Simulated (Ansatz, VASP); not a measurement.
# InSb: VASP beside Ansatz

```
In Sb
1.0
     0.00000    2.99913    3.25993
     2.99913    0.00000    3.25993
     2.99913    2.99913    0.00000
In Sb
1 1
Direct
  0.00000 0.00000 0.00000
  0.75000 0.75000 0.75000
```

Change from the starting cell: strain -0.080 along x and y, +0.000 along z, atoms carried along.

Alike in both runs: task single point; functional PBEsol; k mesh 16 × 16 × 16; occupations gaussian, width 0.15 eV; no spin polarisation.

|  | VASP | Ansatz |
| --- | --- | --- |
| version | VASP 6.6.1 | Ansatz 0.2.0 |
| potentials or method | VASP PAW PBE potentials, release 64 (In_d, Sb), cutoff 520 eV | scalar-relativistic, plane waves, PAW |
| valence electrons in the cell | 18 | 28 |

Ansatz gave:

```
gap on the k mesh at the Fermi level (eV)                     : 0.38
least direct gap on the mesh (eV)                             : 0.38
pressure (GPa)                                                : 10.4
traceless stress, the component that is largest in VASP (GPa) : -1.59
```

Q: What did VASP give for the same quantities?

A: gap on the k mesh at the Fermi level (eV): 0.39; least direct gap on the mesh (eV): 0.39; pressure (GPa): 10.5; traceless stress, the component that is largest in VASP (GPa): -1.60.

VASP's potentials were made for PBE, not for PBEsol. With one functional, cell and mesh, what is left measures potentials, basis and numerics. VASP's potentials hold 18 valence electrons a cell and Ansatz's 28, so a difference there can come from the potentials and not from the codes.

Spin-orbit coupling is off throughout.
